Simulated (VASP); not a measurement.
# Sc (Fm-3m) in VASP: further runs

The runs below take Sc through single point, relaxation of cell and atoms, with LDA.

Program: VASP 6.6.1. These are calculated values, not measurements. Logs are shortened: lines on timing, memory, paths and dates and some standing lists are left out, and cuts for length are marked.

## 1. The cell of the first run

Symmetry: Fm-3m, No. 225, cubic system. Conventional cell: a = 4.295 Å, b = 4.295 Å, c = 4.295 Å, α = 90.00°, β = 90.00°, γ = 90.00°. Within 4.0 Å of Sc (site symmetry m-3m) lie 12 Sc at 3.04 Å.

This isn't the form of Sc at room conditions, which is hcp.

## 2. Single point, LDA

INCAR

```
PREC = Accurate
ENCUT = 520
EDIFF = 1E-6
ISMEAR = -1
SIGMA = 0.1
LREAL = F
LASPH = T
NELM = 60
ALGO = Normal
ISIF = 2
LWAVE = F
LCHARG = T
GGA = CA
LELF = T
LVHAR = T
NBANDS = 12
```

KPOINTS

```
Automatic mesh
0
Gamma
  15 15 15
```

POSCAR

```
Sc
1.0
    0.0000000000      2.1477078424      2.1477078424
    2.1477078424      0.0000000000      2.1477078424
    2.1477078424      2.1477078424      0.0000000000
Sc
1
Direct
    0.0000000000      0.0000000000      0.0000000000
```

Potentials or basis: VASP PAW LDA potentials, release 64 (Sc_sv).

On the command line:

```console
$ cat potpaw_LDA.64/Sc_sv/POTCAR > POTCAR
$ mpirun -np 1 vasp_std > vasp.out
```

OUTCAR:

```text
PREC = Accurate
   ENCUT = 520
   EDIFF = 1E-6
   ISMEAR = -1
   LREAL = F
   LASPH = T
   NELM = 60
   ISIF = 2
   GGA = CA

 ion  position               nearest neighbor table
   1  0.000  0.000  0.000-

  LATTYP: Found a face centered cubic cell.
 ALAT       =     4.2954156848

  Lattice vectors:

 A1 = (   0.0000000000,   2.1477078424,   2.1477078424)
 A2 = (   2.1477078424,   0.0000000000,   2.1477078424)
 A3 = (   2.1477078424,   2.1477078424,   0.0000000000)

Analysis of symmetry for initial positions (statically):
=====================================================================
 Subroutine PRICEL returns:
 Original cell was already a primitive cell.

 Routine SETGRP: Setting up the symmetry group for a
 face centered cubic supercell.

 Subroutine GETGRP returns: Found 48 space group operations
 (whereof 48 operations were pure point group operations)
 out of a pool of 48 trial point group operations.

The static configuration has the point symmetry O_h .

Analysis of symmetry for dynamics (positions and initial velocities):
=====================================================================
 Subroutine PRICEL returns:
 Original cell was already a primitive cell.

 Routine SETGRP: Setting up the symmetry group for a
 face centered cubic supercell.

 Subroutine GETGRP returns: Found 48 space group operations
 (whereof 48 operations were pure point group operations)
 out of a pool of 48 trial point group operations.

The dynamic configuration has the point symmetry O_h .

 Subroutine INISYM returns: Found 48 space group operations
 (whereof 48 operations are pure point group operations),
 and found     1 'primitive' translations

----------------------------------------------------------------------------------------

                                     Primitive cell

  volume of cell :      19.8132

  direct lattice vectors                    reciprocal lattice vectors
     0.000000000  2.147707842  2.147707842    -0.232806339  0.232806339  0.232806339
     2.147707842  0.000000000  2.147707842     0.232806339 -0.232806339  0.232806339
     2.147707842  2.147707842  0.000000000     0.232806339  0.232806339 -0.232806339

  length of vectors
     3.037317559  3.037317559  3.037317559     0.403232407  0.403232407  0.403232407

  position of ions in fractional coordinates (direct lattice)
     0.000000000  0.000000000  0.000000000

  ion indices of the primitive-cell ions
   primitive index   ion index
                 1           1

[... 79 lines left out ...]
   POTIM  = 0.5000    time-step for ionic-motion
   TEBEG  =    0.0;   TEEND  =   0.0 temperature during run
   PSTRESS=    0.0 pullay stress
   NELECT =      11.0000    total number of electrons
   NUPDOWN=      -1.0000    fix difference up-down
   EMIN   =  10.00;   EMAX   =-10.00  energy-range for DOS
   EFERMI =   0.00;   METHOD = LEGACY
   ISMEAR =    -1;   SIGMA  =   0.10  broadening in eV -4-tet -1-fermi 0-gaus
   EFERMI_NEDOS =   21; number of points for ismear=-14 and -15
   IALGO  =     38    algorithm
   IMIX   =      4    mixing-type and parameters
     AMIX     =   0.40;   BMIX     =  1.00
     AMIX_MAG =   1.60;   BMIX_MAG =  1.00
  volume/ion in A,a.u.               =      19.81       133.71
  Fermi-wavevector in a.u.,A,eV,Ry     =   1.345511  2.542647 24.631978  1.810399
  Thomas-Fermi vector in A             =   2.473418
   LORBIT       =      0    0 simple, 1 ext, 2 COOP (PROOUT), +10 PAW based schemes
   GGA     = CA    functional components
   LHFCALC =     F    Hartree Fock is set to
   AEXX    =    0.0000 exact exchange contribution
   IVDW    =     0    specifies the selected vdW correction
   LEPSILON=     F    determine dielectric tensor
   LRPA    =     F    only Hartree local field effects (RPA)
 non-spin polarized calculation
  energy-cutoff  :      520.00
  volume of cell :       19.81
 maximum number of plane-waves:       547
   NGX = 11   NGY = 11   NGZ = 11

 number of electron      11.0000002 magnetization

 Free energy of the ion-electron system (eV)
  ---------------------------------------------------
  ext. energy  EPLUGINS =         0.00000000
  ---------------------------------------------------
  free energy    TOTEN  =        -6.64279793 eV

  energy without entropy =       -6.59707233  energy(sigma->0) =       -6.61993513

 E-fermi :   4.9016     XC(G=0): -11.0753

 val. band max:        4.8547253700   @ k =   0.4000   0.2000   0.0000
 cond. band min:       4.9208320224   @ k =  -0.3333   0.4000   0.2000
 fundamental gap:      0.0661066523
 Fermi energy:         4.9015566487

 k-point     1 :       0.0000    0.0000    0.0000
  band No.  band energies     occupation
      1     -43.4058      2.00000
      2     -21.9561      2.00000
      3     -21.9561      2.00000
      4     -21.9561      2.00000
      5      -0.5616      2.00000
      6       6.7068      0.00000
      7       6.7068      0.00000
      8       6.7068      0.00000
      9       8.5352      0.00000
     10       8.5352      0.00000
     11      18.7466      0.00000
     12      22.9969      0.00000
[... 331 lines left out ...]
 k-point    24 :       0.2000    0.1333    0.0000
  band No.  band energies     occupation
      1     -43.3508      2.00000
      2     -22.1986      2.00000
      3     -22.0294      2.00000
      4     -22.0228      2.00000
      5       0.6118      2.00000
      6       5.7990      0.00025
      7       7.1563      0.00000
      8       7.2394      0.00000
      9       7.7433      0.00000
     10       8.8109      0.00000
     11      19.7818      0.00000
     12      20.1744      0.00000

 [... further k-points ...]

------------------------ aborting loop because EDIFF is reached ----------------------------------------

  FORCE on cell =-STRESS in cart. coord.  units (eV):
  Direction    XX          YY          ZZ          XY          YZ          ZX
  --------------------------------------------------------------------------------------
  -------------------------------------------------------------------------------------
  Total        1.1024190      1.1024190      1.1024190      0.0000000     -0.0000000      0.0000000
  in kB       89.1459608     89.1459608     89.1459608      0.0000000     -0.0000000      0.0000000
  external PRESSURE =      89.1459608 kB  Pullay stress =       0.0000000 kB

 VOLUME and BASIS-vectors are now :
 -----------------------------------------------------------------------------
  energy-cutoff  :      520.00
  volume of cell :       19.81
      direct lattice vectors                 reciprocal lattice vectors
     0.000000000  2.147707842  2.147707842    -0.232806339  0.232806339  0.232806339
     2.147707842  0.000000000  2.147707842     0.232806339 -0.232806339  0.232806339
     2.147707842  2.147707842  0.000000000     0.232806339  0.232806339 -0.232806339

 POSITION                                       TOTAL-FORCE (eV/Angst)
 -----------------------------------------------------------------------------------
      0.00000      0.00000      0.00000         0.000000      0.000000     -0.000000
 -----------------------------------------------------------------------------------
    total drift:                                0.000000      0.000000      0.000000

  FREE ENERGIE OF THE ION-ELECTRON SYSTEM (eV)
  ---------------------------------------------------
  free  energy   TOTEN  =        -6.6427979317 eV

  energy  without entropy=       -6.5970723266  energy(sigma->0) =       -6.61993513
```

stdout:

```text
POSCAR found type information on POSCAR Sc
 POSCAR found :  1 types and       1 ions
 scaLAPACK will be used
 LDA part: xc-table for (Slater(with rela. corr.)+CA(PZ))
 , standard interpolation
 POSCAR, INCAR and KPOINTS ok, starting setup
 FFT: planning ... GRIDC
 FFT: planning ... GRID_SOFT
 FFT: planning ... GRID
 WAVECAR not read
 entering main loop
```

Wall time 7.8 s (1 thread of Intel Xeon 6975P-C (Granite Rapids), shared host); peak memory 0.14 GiB.

What came out:

```yaml
Free_energy: -6.6428 eV
Pressure: 8.9 GPa
Band_gap_on_the_k_mesh: zero (an odd number of electrons rules out a gap without spin polarisation)
```

Caveat: the cell stands under pressure.

## 3. Single point, LDA

INCAR

```
ALGO     = Normal         # electronic algorithm
EDIFF    = 1E-7           # SCF threshold, eV
ENCUT    = 520            # plane-wave cutoff, eV
GGA      = CA             # functional
ISIF     = 2              # what is computed and relaxed
ISMEAR   = -1             # smearing method
LASPH    = T              # aspherical terms in the spheres
LCHARG   = F              # write CHGCAR
LREAL    = F              # projectors in reciprocal space
LWAVE    = F              # write WAVECAR
NBANDS   = 12             # bands
NELM     = 80             # most SCF steps
PREC     = Accurate       # precision mode
SIGMA    = 0.1            # smearing width, eV
```

KPOINTS

```
k-points
0
Gamma
  15 15 15
```

POSCAR

```
Sc
1.0
    0.0000000000      2.1472636976      2.1472636976
    2.1472636976      0.0000000000      2.1472636976
    2.1472636976      2.1472636976      0.0000000000
Sc
1
Direct
    0.0000000000      0.0000000000      0.0000000000
```

Potentials or basis: VASP PAW LDA potentials, release 64 (Sc_sv).

On the command line:

```console
$ cat potpaw_LDA.64/Sc_sv/POTCAR > POTCAR
$ mpirun -np 1 vasp_std > vasp.out
```

OUTCAR:

```text
EDIFF = 1E-7
   ENCUT = 520
   GGA = CA
   ISIF = 2
   ISMEAR = -1
   LASPH = T
   LREAL = F
   NELM = 80
   PREC = Accurate

 ion  position               nearest neighbor table
   1  0.000  0.000  0.000-

  LATTYP: Found a face centered cubic cell.
 ALAT       =     4.2945273952

  Lattice vectors:

 A1 = (   0.0000000000,   2.1472636976,   2.1472636976)
 A2 = (   2.1472636976,   0.0000000000,   2.1472636976)
 A3 = (   2.1472636976,   2.1472636976,   0.0000000000)

Analysis of symmetry for initial positions (statically):
=====================================================================
 Subroutine PRICEL returns:
 Original cell was already a primitive cell.

 Routine SETGRP: Setting up the symmetry group for a
 face centered cubic supercell.

 Subroutine GETGRP returns: Found 48 space group operations
 (whereof 48 operations were pure point group operations)
 out of a pool of 48 trial point group operations.

The static configuration has the point symmetry O_h .

Analysis of symmetry for dynamics (positions and initial velocities):
=====================================================================
 Subroutine PRICEL returns:
 Original cell was already a primitive cell.

 Routine SETGRP: Setting up the symmetry group for a
 face centered cubic supercell.

 Subroutine GETGRP returns: Found 48 space group operations
 (whereof 48 operations were pure point group operations)
 out of a pool of 48 trial point group operations.

The dynamic configuration has the point symmetry O_h .

 Subroutine INISYM returns: Found 48 space group operations
 (whereof 48 operations are pure point group operations),
 and found     1 'primitive' translations

----------------------------------------------------------------------------------------

                                     Primitive cell

  volume of cell :      19.8010

  direct lattice vectors                    reciprocal lattice vectors
     0.000000000  2.147263698  2.147263698    -0.232854493  0.232854493  0.232854493
[... 110 lines left out ...]
   LHFCALC =     F    Hartree Fock is set to
   AEXX    =    0.0000 exact exchange contribution
   IVDW    =     0    specifies the selected vdW correction
   LEPSILON=     F    determine dielectric tensor
   LRPA    =     F    only Hartree local field effects (RPA)
 non-spin polarized calculation
  energy-cutoff  :      520.00
  volume of cell :       19.80
 maximum number of plane-waves:       547
   NGX = 11   NGY = 11   NGZ = 11

 number of electron      11.0000002 magnetization

 Free energy of the ion-electron system (eV)
  ---------------------------------------------------
  ext. energy  EPLUGINS =         0.00000000
  ---------------------------------------------------
  free energy    TOTEN  =        -6.64210795 eV

  energy without entropy =       -6.59642712  energy(sigma->0) =       -6.61926753

 E-fermi :   4.9057     XC(G=0): -11.0781

 val. band max:        4.8589590338   @ k =  -0.4000   0.2000   0.0000
 cond. band min:       4.9252264441   @ k =  -0.3333   0.4000   0.2000
 fundamental gap:      0.0662674103
 Fermi energy:         4.9057435961

 k-point     1 :       0.0000    0.0000    0.0000
  band No.  band energies     occupation
      1     -43.4003      2.00000
      2     -21.9498      2.00000
      3     -21.9498      2.00000
      4     -21.9498      2.00000
      5      -0.5580      2.00000
      6       6.7117      0.00000
      7       6.7117      0.00000
      8       6.7117      0.00000
      9       8.5416      0.00000
     10       8.5416      0.00000
     11      18.7546      0.00000
     12      23.0076      0.00000
[... 331 lines left out ...]
 k-point    24 :       0.2000    0.1333    0.0000
  band No.  band energies     occupation
      1     -43.3452      2.00000
      2     -22.1927      2.00000
      3     -22.0232      2.00000
      4     -22.0166      2.00000
      5       0.6160      2.00000
      6       5.8032      0.00025
      7       7.1616      0.00000
      8       7.2448      0.00000
      9       7.7490      0.00000
     10       8.8175      0.00000
     11      19.7922      0.00000
     12      20.1840      0.00000

 [... further k-points ...]

------------------------ aborting loop because EDIFF is reached ----------------------------------------

  FORCE on cell =-STRESS in cart. coord.  units (eV):
  Direction    XX          YY          ZZ          XY          YZ          ZX
  --------------------------------------------------------------------------------------
  -------------------------------------------------------------------------------------
  Total        1.1084067      1.1084067      1.1084067      0.0000000      0.0000000      0.0000000
  in kB       89.6857784     89.6857784     89.6857784      0.0000000      0.0000000      0.0000000
  external PRESSURE =      89.6857784 kB  Pullay stress =       0.0000000 kB

 VOLUME and BASIS-vectors are now :
 -----------------------------------------------------------------------------
  energy-cutoff  :      520.00
  volume of cell :       19.80
      direct lattice vectors                 reciprocal lattice vectors
     0.000000000  2.147263698  2.147263698    -0.232854493  0.232854493  0.232854493
     2.147263698  0.000000000  2.147263698     0.232854493 -0.232854493  0.232854493
     2.147263698  2.147263698  0.000000000     0.232854493  0.232854493 -0.232854493

 POSITION                                       TOTAL-FORCE (eV/Angst)
 -----------------------------------------------------------------------------------
      0.00000      0.00000      0.00000         0.000000     -0.000000      0.000000
 -----------------------------------------------------------------------------------
    total drift:                                0.000000     -0.000000      0.000000

  FREE ENERGIE OF THE ION-ELECTRON SYSTEM (eV)
  ---------------------------------------------------
  free  energy   TOTEN  =        -6.6421079516 eV

  energy  without entropy=       -6.5964271156  energy(sigma->0) =       -6.61926753
```

stdout:

```text
POSCAR found type information on POSCAR Sc
 POSCAR found :  1 types and       1 ions
 scaLAPACK will be used
 LDA part: xc-table for (Slater(with rela. corr.)+CA(PZ))
 , standard interpolation
 POSCAR, INCAR and KPOINTS ok, starting setup
 FFT: planning ... GRIDC
 FFT: planning ... GRID_SOFT
 FFT: planning ... GRID
 WAVECAR not read
 entering main loop
```

Run time: 7.8 s. Hardware: 1 thread of Intel Xeon 6975P-C (Granite Rapids), shared host; peak memory 0.14 GiB.

What came out:

```
Free energy            : -6.6421 eV
Pressure               : 9.0 GPa
Band gap on the k mesh : zero (an odd number of electrons rules out a gap without spin polarisation)
```

Caveat: the cell stands under pressure.

(Continued in part 2 of 2.)

The gap in the log of VASP goes by the Fermi energy; the results here count the filled bands.